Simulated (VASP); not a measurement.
# Cs (Fm-3m) in VASP: settings compared

Aim: see how the results for Cs move with the level of theory and the settings. Levels: BLYP+D3(BJ), PBEsol. Tasks: single point, relaxation of cell and atoms.

All numbers are computed with VASP 6.6.1; they aren't measurements. Logs are shortened: lines on timing, memory, paths and dates and some standing lists are left out, and cuts for length are marked.

## Step 1: The cell of the first run

It takes space group Fm-3m (No. 225, cubic). Conventional cell: a = 7.544 Å, b = 7.544 Å, c = 7.544 Å, α = 90.00°, β = 90.00°, γ = 90.00°.

This isn't the form of Cs at room conditions, which is bcc.

## Step 2: Single point, BLYP+D3(BJ)

INCAR reads:

```
PREC = Accurate ; ENCUT = 520
EDIFF = 1E-6 ; ISMEAR = 1
SIGMA = 0.1 ; LREAL = F
LASPH = T ; NELM = 80
ALGO = Normal ; ISIF = 2
LWAVE = F ; LCHARG = F
GGA = B5 ; ALDAX = 1.0
AGGAX = 1.0 ; AGGAC = 1.0
ALDAC = 0.0 ; IVDW = 12
VDW_S6 = 1.0 ; VDW_S8 = 2.6996
VDW_A1 = 0.4298 ; VDW_A2 = 4.2359
NBANDS = 10
```

KPOINTS reads:

```
Automatic mesh
0
Gamma
  6 6 6
```

POSCAR reads:

```
Cs
1.0
    0.0000000000      3.7721642766      3.7721642766
    3.7721642766      0.0000000000      3.7721642766
    3.7721642766      3.7721642766      0.0000000000
Cs
1
Direct
    0.0000000000      0.0000000000      0.0000000000
```

Potentials or basis: VASP PAW PBE potentials, release 64 (Cs_sv).

Run with:

```console
> cat potpaw_PBE.64/Cs_sv/POTCAR > POTCAR
> mpirun -np 1 vasp_std > vasp.out
```

OUTCAR:

```text
PREC = Accurate
   ENCUT = 520
   EDIFF = 1E-6
   ISMEAR = 1
   LREAL = F
   LASPH = T
   NELM = 80
   ISIF = 2
   GGA = B5
   IVDW = 12
 IVDW          = 12

 ion  position               nearest neighbor table
   1  0.000  0.000  0.000-

  LATTYP: Found a face centered cubic cell.
 ALAT       =     7.5443285532

  Lattice vectors:

 A1 = (   0.0000000000,   3.7721642766,   3.7721642766)
 A2 = (   3.7721642766,   0.0000000000,   3.7721642766)
 A3 = (   3.7721642766,   3.7721642766,   0.0000000000)

Analysis of symmetry for initial positions (statically):
=====================================================================
 Subroutine PRICEL returns:
 Original cell was already a primitive cell.

 Routine SETGRP: Setting up the symmetry group for a
 face centered cubic supercell.

 Subroutine GETGRP returns: Found 48 space group operations
 (whereof 48 operations were pure point group operations)
 out of a pool of 48 trial point group operations.

The static configuration has the point symmetry O_h .

Analysis of symmetry for dynamics (positions and initial velocities):
=====================================================================
 Subroutine PRICEL returns:
 Original cell was already a primitive cell.

 Routine SETGRP: Setting up the symmetry group for a
 face centered cubic supercell.

 Subroutine GETGRP returns: Found 48 space group operations
 (whereof 48 operations were pure point group operations)
 out of a pool of 48 trial point group operations.

The dynamic configuration has the point symmetry O_h .

 Subroutine INISYM returns: Found 48 space group operations
 (whereof 48 operations are pure point group operations),
 and found     1 'primitive' translations

----------------------------------------------------------------------------------------

                                     Primitive cell

  volume of cell :     107.3499

  direct lattice vectors                    reciprocal lattice vectors
     0.000000000  3.772164277  3.772164277    -0.132549901  0.132549901  0.132549901
     3.772164277  0.000000000  3.772164277     0.132549901 -0.132549901  0.132549901
     3.772164277  3.772164277  0.000000000     0.132549901  0.132549901 -0.132549901

  length of vectors
     5.334645879  5.334645879  5.334645879     0.229583162  0.229583162  0.229583162

  position of ions in fractional coordinates (direct lattice)
     0.000000000  0.000000000  0.000000000

  ion indices of the primitive-cell ions
   primitive index   ion index
                 1           1

[... 69 lines left out ...]
   ISYM   =      2    0-nonsym 1-usesym 2-fastsym
   POTIM  = 0.5000    time-step for ionic-motion
   TEBEG  =    0.0;   TEEND  =   0.0 temperature during run
   PSTRESS=    0.0 pullay stress
   NELECT =       9.0000    total number of electrons
   NUPDOWN=      -1.0000    fix difference up-down
   EMIN   =  10.00;   EMAX   =-10.00  energy-range for DOS
   EFERMI =   0.00;   METHOD = LEGACY
   ISMEAR =     1;   SIGMA  =   0.10  broadening in eV -4-tet -1-fermi 0-gaus
   EFERMI_NEDOS =   21; number of points for ismear=-14 and -15
   IALGO  =     38    algorithm
   IMIX   =      4    mixing-type and parameters
     AMIX     =   0.40;   BMIX     =  1.00
     AMIX_MAG =   1.60;   BMIX_MAG =  1.00
  volume/ion in A,a.u.               =     107.35       724.43
  Fermi-wavevector in a.u.,A,eV,Ry     =   0.716509  1.354006  6.985032  0.513385
  Thomas-Fermi vector in A             =   1.804948
   LORBIT       =      0    0 simple, 1 ext, 2 COOP (PROOUT), +10 PAW based schemes
   GGA     = B5    functional components
   LHFCALC =     F    Hartree Fock is set to
   AEXX    =    0.0000 exact exchange contribution
   IVDW    =    12    specifies the selected vdW correction
   LEPSILON=     F    determine dielectric tensor
   LRPA    =     F    only Hartree local field effects (RPA)
 non-spin polarized calculation
 Methfessel and Paxton  Order N= 1 SIGMA  =   0.10
  energy-cutoff  :      520.00
  volume of cell :      107.35
 maximum number of plane-waves:      2914
   NGX = 19   NGY = 19   NGZ = 19

 number of electron       9.0000002 magnetization

 Free energy of the ion-electron system (eV)
  ---------------------------------------------------
  ext. energy  EPLUGINS =         0.00000000
  ---------------------------------------------------
  free energy    TOTEN  =        -0.49261963 eV

  energy without entropy =       -0.49191118  energy(sigma->0) =       -0.49238348

 E-fermi :   1.0707     XC(G=0):  -5.1636

 val. band max:        1.0599896390   @ k =   0.5000   0.3333   0.1667
 cond. band min:       1.1563660705   @ k =   0.5000   0.1667   0.0000
 fundamental gap:      0.0963764315
 Fermi energy:         1.0706748843

 k-point     1 :       0.0000    0.0000    0.0000
  band No.  band energies     occupation
      1     -22.8433      2.00000
      2      -9.6189      2.00000
      3      -9.6189      2.00000
      4      -9.6189      2.00000
      5      -0.6566      2.00000
      6       3.3722      0.00000
      7       3.3722      0.00000
      8       3.3722      0.00000
      9       4.4552      0.00000
     10       4.4552      0.00000
[... 183 lines left out ...]
 k-point    16 :      -0.3333    0.5000    0.1667
  band No.  band energies     occupation
      1     -22.8318      2.00000
      2      -9.7569      2.00000
      3      -9.7071      2.00000
      4      -9.6832      2.00000
      5       1.6595     -0.00000
      6       2.1312     -0.00000
      7       2.4871     -0.00000
      8       3.5125      0.00000
      9       5.3695      0.00000
     10       5.5181      0.00000

------------------------ aborting loop because EDIFF is reached ----------------------------------------

 Edisp (eV)   -0.24913

 E8    (eV) :    -0.2092

  FORCE on cell =-STRESS in cart. coord.  units (eV):
  Direction    XX          YY          ZZ          XY          YZ          ZX
  --------------------------------------------------------------------------------------
  -------------------------------------------------------------------------------------
  Total       0.00565     0.00565     0.00565     0.00000     0.00000     0.00000
  in kB       0.08438     0.08438     0.08438     0.00000     0.00000     0.00000
  external pressure =        0.08 kB  Pullay stress =        0.00 kB

 VOLUME and BASIS-vectors are now :
 -----------------------------------------------------------------------------
  energy-cutoff  :      520.00
  volume of cell :      107.35
      direct lattice vectors                 reciprocal lattice vectors
     0.000000000  3.772164277  3.772164277    -0.132549901  0.132549901  0.132549901
     3.772164277  0.000000000  3.772164277     0.132549901 -0.132549901  0.132549901
     3.772164277  3.772164277  0.000000000     0.132549901  0.132549901 -0.132549901

 POSITION                                       TOTAL-FORCE (eV/Angst)
 -----------------------------------------------------------------------------------
      0.00000      0.00000      0.00000         0.000000     -0.000000      0.000000
 -----------------------------------------------------------------------------------
    total drift:                               -0.000000     -0.000000     -0.000000

  FREE ENERGIE OF THE ION-ELECTRON SYSTEM (eV)
  ---------------------------------------------------
  free  energy   TOTEN  =        -0.7417525782 eV

  energy  without entropy=       -0.7410441253  energy(sigma->0) =       -0.74151643
```

stdout:

```text
POSCAR found type information on POSCAR Cs
 POSCAR found :  1 types and       1 ions
 scaLAPACK will be used
 -----------------------------------------------------------------------------
|                                                                             |
|                                                                             |
|     You enforced a specific xc type in the INCAR file but a different       |
|     I HOPE YOU KNOW WHAT YOU ARE DOING!                                     |
|                                                                             |
 -----------------------------------------------------------------------------

 LDA part: xc-table for (Slater(with rela. corr.)+VWN5), standard interpolation
 POSCAR, INCAR and KPOINTS ok, starting setup
 FFT: planning ... GRIDC
 FFT: planning ... GRID_SOFT
 FFT: planning ... GRID
 WAVECAR not read
 entering main loop
```

Wall time 26 s (1 thread of Intel Xeon Platinum 8375C at 2.90GHz (Ice Lake), shared host); peak memory 0.23 GiB.

What came out:

```
Free energy                : -0.7418 eV
Pressure                   : 0.0 GPa
Band gap on the k mesh     : zero (an odd number of electrons rules out a gap without spin polarisation)
Dispersion energy per atom : -0.249 eV
```

Caveat: the PAW data sets were made with another functional, which shifts forces and pressure a little; spin-orbit coupling is left out, which moves the levels of the heavy elements.

## Step 3: Single point, PBEsol

This run uses another cell than the first one, of 110.35 Å³/atom.

INCAR reads:

```
PREC = Accurate
ENCUT = 520
EDIFF = 1E-7
ISMEAR = 1
SIGMA = 0.1
LREAL = F
LASPH = T
NELM = 100
ALGO = Normal
ISIF = 2
LWAVE = F
LCHARG = F
GGA = PS
NBANDS = 10
```

KPOINTS reads:

```
regular mesh
0
Gamma
  6 6 6
```

POSCAR reads:

```
Cs
1.0
    0.0000000000      3.8069518117      3.8069518117
    3.8069518117      0.0000000000      3.8069518117
    3.8069518117      3.8069518117      0.0000000000
Cs
1
Direct
    0.0000000000      0.0000000000      0.0000000000
```

Potentials or basis: VASP PAW PBE potentials, release 64 (Cs_sv).

Run with:

```console
> cat potpaw_PBE.64/Cs_sv/POTCAR > POTCAR
> mpirun -np 1 vasp_std > vasp.out
```

Wall time 13 s (1 thread of Intel Xeon Platinum 8375C at 2.90GHz (Ice Lake), shared host); peak memory 0.23 GiB.

Results (log left out):

* Free energy: -0.9294 eV
* Pressure: 0.0 GPa
* Band gap on the k mesh: zero (an odd number of electrons rules out a gap without spin polarisation)

Levels at points of the mesh, in eV from the Fermi level:
| k point | band 2 | band 3 | band 4 | band 5 | band 6 | band 7 | band 8 | band 9 |
| --- | --- | --- | --- | --- | --- | --- | --- | --- |
| (0.00, 0.00, 0.00) | -10.50 | -10.50 | -10.50 | -1.69 | 2.51 | 2.51 | 2.51 | 3.65 |
| (0.50, 0.00, 0.00) | -10.66 | -10.52 | -10.52 | -0.02 | 0.84 | 2.37 | 2.37 | 4.49 |
| (0.50, 0.50, 0.00) | -10.65 | -10.56 | -10.56 | 0.28 | 1.05 | 1.53 | 4.17 | 4.17 |

Caveat: the PAW data sets were made with another functional, which shifts forces and pressure a little; spin-orbit coupling is left out, which moves the levels of the heavy elements.

## Step 4: Relaxation of cell and atoms, BLYP+D3(BJ)

This run uses another cell than the first one, of 53.57 Å³/atom.

INCAR reads:

```
SYSTEM = Cs
PREC = Accurate
ENCUT = 600
EDIFF = 1E-6
ISMEAR = 1
SIGMA = 0.1
LREAL = .False.
LASPH = .True.
NELM = 80
ALGO = Normal
ISIF = 3
LWAVE = .False.
LCHARG = .False.
GGA = B5
ALDAX = 1.0
AGGAX = 1.0
AGGAC = 1.0
ALDAC = 0.0
IVDW = 12
VDW_S6 = 1.0
VDW_S8 = 2.6996
VDW_A1 = 0.4298
VDW_A2 = 4.2359
IBRION = 2
NSW = 50
EDIFFG = -0.01
```

KPOINTS reads:

```
regular mesh
0
Gamma
  6 6 6
  0 0 0
```

POSCAR reads:

```
Cs
1.0
    0.0000000000      2.9920000000      2.9920000000
    2.9920000000      0.0000000000      2.9920000000
    2.9920000000      2.9920000000      0.0000000000
Cs
1
Direct
    0.0000000000      0.0000000000      0.0000000000
```

Potentials or basis: VASP PAW PBE potentials, release 64 (Cs_sv).

Run with:

```console
> cat potpaw_PBE.64/Cs_sv/POTCAR > POTCAR
> mpirun -np 1 vasp_std > vasp.out
```

OUTCAR:

```text
SYSTEM = Cs
   PREC = Accurate
   ENCUT = 600
   EDIFF = 1E-6
   ISMEAR = 1
   LREAL = .False.
   LASPH = .True.
   NELM = 80
   ISIF = 3
   GGA = B5
   IVDW = 12
   IBRION = 2
   NSW = 50
   EDIFFG = -0.01
 IVDW          = 12

 ion  position               nearest neighbor table
   1  0.000  0.000  0.000-

  LATTYP: Found a face centered cubic cell.
 ALAT       =     5.9840000000

  Lattice vectors:

 A1 = (   0.0000000000,   2.9920000000,   2.9920000000)
 A2 = (   2.9920000000,   0.0000000000,   2.9920000000)
 A3 = (   2.9920000000,   2.9920000000,   0.0000000000)

Analysis of symmetry for initial positions (statically):
=====================================================================
 Subroutine PRICEL returns:
 Original cell was already a primitive cell.

 Routine SETGRP: Setting up the symmetry group for a
 face centered cubic supercell.

 Subroutine GETGRP returns: Found 48 space group operations
 (whereof 48 operations were pure point group operations)
 out of a pool of 48 trial point group operations.

The static configuration has the point symmetry O_h .

Analysis of symmetry for dynamics (positions and initial velocities):
[... 125 lines left out ...]
   GGA     = B5    functional components
   LHFCALC =     F    Hartree Fock is set to
   AEXX    =    0.0000 exact exchange contribution
   IVDW    =    12    specifies the selected vdW correction
   LEPSILON=     F    determine dielectric tensor
   LRPA    =     F    only Hartree local field effects (RPA)
 conjugate gradient relaxation of ions
 non-spin polarized calculation
 Methfessel and Paxton  Order N= 1 SIGMA  =   0.10
  energy-cutoff  :      600.00
  volume of cell :       53.57
 maximum number of plane-waves:      1820
 NGX is ok and might be reduce to    36
   NGX = 17   NGY = 17   NGZ = 17

--------------------------------------- Ionic step        1  -------------------------------------------

 number of electron       9.0000000 magnetization

 Free energy of the ion-electron system (eV)
  ---------------------------------------------------
  ext. energy  EPLUGINS =         0.00000000
  ---------------------------------------------------
  free energy    TOTEN  =         0.12289578 eV

  energy without entropy =        0.12069897  energy(sigma->0) =        0.12216351

------------------------ aborting loop because EDIFF is reached ----------------------------------------

 Edisp (eV)   -0.49122

 E8    (eV) :    -0.4104
[... 225 lines left out ...]
--------------------------------------- Ionic step        7  -------------------------------------------

 number of electron       9.0000003 magnetization

 Free energy of the ion-electron system (eV)
  ---------------------------------------------------
  ext. energy  EPLUGINS =         0.00000000
  ---------------------------------------------------
  free energy    TOTEN  =        -0.49024820 eV

  energy without entropy =       -0.48956631  energy(sigma->0) =       -0.49002090

 E-fermi :   1.0579     XC(G=0):  -5.1526

 val. band max:        1.0469764718   @ k =   0.5000   0.3333   0.1667
 cond. band min:       1.1443267778   @ k =   0.5000   0.1667   0.0000
 fundamental gap:      0.0973503060
 Fermi energy:         1.0578578919

 k-point     1 :       0.0000    0.0000    0.0000
  band No.  band energies     occupation
      1     -22.8559      2.00000
      2      -9.6335      2.00000
      3      -9.6335      2.00000
      4      -9.6335      2.00000
      5      -0.6643      2.00000
      6       3.3580      0.00000
      7       3.3580      0.00000
      8       3.3580      0.00000
[... 195 lines left out ...]
  FREE ENERGIE OF THE ION-ELECTRON SYSTEM (eV)
  ---------------------------------------------------
  free  energy   TOTEN  =        -0.7383727787 eV

  energy  without entropy=       -0.7376908865  energy(sigma->0) =       -0.73814548

 reached required accuracy - stopping structural energy minimisation
```

OSZICAR:

```text
N       E                     dE             d eps       ncg     rms          rms(c)
DAV:   1     0.515277479362E+02    0.51528E+02   -0.39275E+03   256   0.968E+02
DAV:   2     0.267850138348E+01   -0.48849E+02   -0.48322E+02   344   0.137E+02
DAV:   3     0.123261496051E+00   -0.25552E+01   -0.25469E+01   280   0.386E+01
[... 68 lines left out ...]
DAV:   2    -0.492245772679E+00    0.66587E-02   -0.97159E-03   256   0.610E-01    0.170E-01
DAV:   3    -0.490276081684E+00    0.19697E-02   -0.76622E-03   256   0.522E-01    0.358E-02
DAV:   4    -0.490254850871E+00    0.21231E-04   -0.28051E-05   272   0.508E-02    0.190E-02
DAV:   5    -0.490247294967E+00    0.75559E-05   -0.80835E-06   280   0.199E-02    0.336E-03
DAV:   6    -0.490248199305E+00   -0.90434E-06   -0.39277E-07   128   0.582E-03
   7 F= -.73837278E+00 E0= -.73814548E+00  d E =-.370051E+00
```

Run time: 1.8 min. Hardware: 1 thread of Intel Xeon Platinum 8375C at 2.90GHz (Ice Lake), shared host; peak memory 0.21 GiB.

What came out:

- Free energy: -0.7384 eV
- Relaxed volume: 107.81 Å³/atom
- Relaxed cell: a = 5.342 Å, b = 5.342 Å, c = 5.342 Å, α = 60.00°, β = 60.00°, γ = 60.00°
- Space group after relaxing (to 0.1 Å): Fm-3m (No. 225)
- Energy gained by relaxing: 370.1 meV/atom
- Ionic steps: 7
- Pressure after relaxing: 0.0 GPa
- Band gap on the k mesh: zero (an odd number of electrons rules out a gap without spin polarisation)
- Dispersion energy per atom: -0.248 eV

Step by step:
| step | energy change (eV) | largest force (eV/Å) | pressure (GPa) | volume (Å³) |
| --- | --- | --- | --- | --- |
| 1 | 0.0000 | 0.0000 | 3.44 | 53.57 |
| 2 | -0.1477 | 0.0000 | 1.90 | 63.00 |
| 3 | -0.3155 | 0.0000 | 0.81 | 83.37 |
| 4 | -0.3307 | 0.0000 | -0.36 | 136.39 |
| 5 | -0.3687 | 0.0000 | -0.10 | 112.05 |
| 6 | -0.3700 | 0.0000 | 0.02 | 106.50 |
| 7 | -0.3701 | 0.0000 | -0.01 | 107.81 |

Final structure:
```
Cs
1.0
     0.00000    3.77758    3.77758
     3.77758    0.00000    3.77758
     3.77758    3.77758    0.00000
Cs
1
Direct
  0.00000 0.00000 0.00000
```

Caveat: the volume moved by over 15 % at a fixed basis, so the end points are rough; the PAW data sets were made with another functional, which shifts forces and pressure a little; spin-orbit coupling is left out, which moves the levels of the heavy elements. Zero-point motion and thermal expansion aren't in these numbers.

## Step 5: The runs side by side

```tsv
task	level	cell	cutoff (eV)	gap on the mesh (eV)	pressure (GPa)
single point	BLYP+D3(BJ)	a = 5.335 Å, angles 60.0°, 1 atom	520	none	0.0
single point	PBEsol	a = 5.384 Å, angles 60.0°, 1 atom	520	none	0.0
relaxation of cell and atoms	BLYP+D3(BJ)	relaxed from a = 4.231 Å, angles 60.0°, 1 atom	600	none	0.0
```

Alike in all rows: potentials or basis VASP PAW PBE potentials, release 64 (Cs_sv); no spin polarisation; k mesh 6 × 6 × 6; smearing methfessel-paxton 0.1 eV.

Caveats: the PAW data sets were made with another functional, which shifts forces and pressure a little; spin-orbit coupling is left out, which moves the levels of the heavy elements; the volume moved by over 15 % at a fixed basis, so the end points are rough (at least some runs).

Total energies depend on the potentials used, so only differences within one code and one set of settings carry meaning.
